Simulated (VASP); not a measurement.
## P: single point with LDA

P:

```
CELL_PARAMETERS angstrom
0.00000 1.60761 1.60761
1.60761 0.00000 1.60761
1.60761 1.60761 0.00000
ATOMIC_POSITIONS crystal
P 0.00000 0.00000 0.00000
```

This cell differs from its parent crystal: volume scaled by 0.6.

```
Program                : VASP 6.6.1
Task                   : single point
Functional             : LDA
Potentials or basis    : VASP PAW LDA potentials, release 64 (P)
Cutoff                 : 520 eV
k mesh                 : 17 × 17 × 17
Occupations            : fermi-dirac, width 0.1 eV
Spin                   : no spin polarisation
Dipole correction      : no
Further INCAR settings : ALGO = Normal; EDIFF = 1e-06; NBANDS = 8
```

The pressure is 140.0 GPa.

Levels at points of the mesh, in eV from the Fermi level:
```
           k point  band 1  band 2  band 3  band 4  band 5  band 6
(0.00, 0.00, 0.00)  -23.56   12.68   12.68   12.68   13.44   13.44
```

Wall time 6.1 s on 1 thread of Intel(R) Xeon(R) Platinum 8488C (Sapphire Rapids), on a shared host, peak memory 0.11 GiB.
